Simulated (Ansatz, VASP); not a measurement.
# BN: VASP beside Ansatz

Contents of INCAR:

```
SYSTEM = BN
ALGO = Normal
EDIFF = 1E-7
ENCUT = 520
GGA = PS
ISIF = 2
ISMEAR = 0
LASPH = .True.
LCHARG = .True.
LELF = .True.
LREAL = .False.
LVHAR = .True.
LWAVE = .False.
NBANDS = 11
NELM = 100
PREC = Accurate
SIGMA = 0.01
```

KPOINTS

```
k-points
0
Gamma
  6 6 6
  0 0 0
```

POSCAR

```
BN
1.0
    0.0217300000      1.8280400000      1.7996700000
    1.8502600000      0.0250400000      1.7963600000
    1.8429000000      1.8173800000      0.0323900000
B N
1 1
Direct
    0.0436000000      0.9591100000      0.9710600000
    0.2365566516      0.2901848613      0.2391409432
```

Input for Ansatz:

```yaml
crystal:
  lattice:
    - [0.02173, 1.82804, 1.79967]
    - [1.85026, 0.02504, 1.79636]
    - [1.8429, 1.81738, 0.03239]
  atoms:
    - { symbol: B, position: [0.0436, 0.95911, 0.97106] }
    - { symbol: "N", position: [0.23655665164977474, 0.2901848612608277, 0.2391409432216568] }
basis:
  ecutwfc: 540.0
  xc_grid: 2
kpoints:
  mp_grid:
    grid: [6, 6, 6]
hamiltonian:
  xc: pbesol
scf:
  convergence:
    dr2_threshold: 1.0e-09
  occupations:
    method: fixed
output:
  forces: true
  stress: true
```

Alike in both runs: task single point; functional PBEsol; k mesh 6 × 6 × 6; no spin polarisation.

|  | VASP | Ansatz |
| --- | --- | --- |
| version | VASP 6.6.1 | Ansatz 0.2.0 |
| potentials or method | VASP PAW PBE potentials, release 64 (B, N), cutoff 520 eV | plane waves, PAW |
| occupations | gaussian, width 0.01 eV | fixed |
| valence electrons in the cell | 8 | 8 |

Ansatz gave:

* pressure (GPa): 11.7
* traceless stress, the component that is largest in VASP (GPa): -16.67
* rms of the force components (eV/Å): 3.240

**Question.** Estimate VASP's values.

**Answer.** Pressure (GPa): 12.1; traceless stress, the component that is largest in VASP (GPa): -17.15; rms of the force components (eV/Å): 3.252.

VASP's potentials were made for PBE, not for PBEsol. Atom by atom the forces differ by 0.013 eV/Å (rms over components). Ansatz's warnings: stress scf threshold loose.

The k mesh is coarse, so the values compare programs but aren't converged.
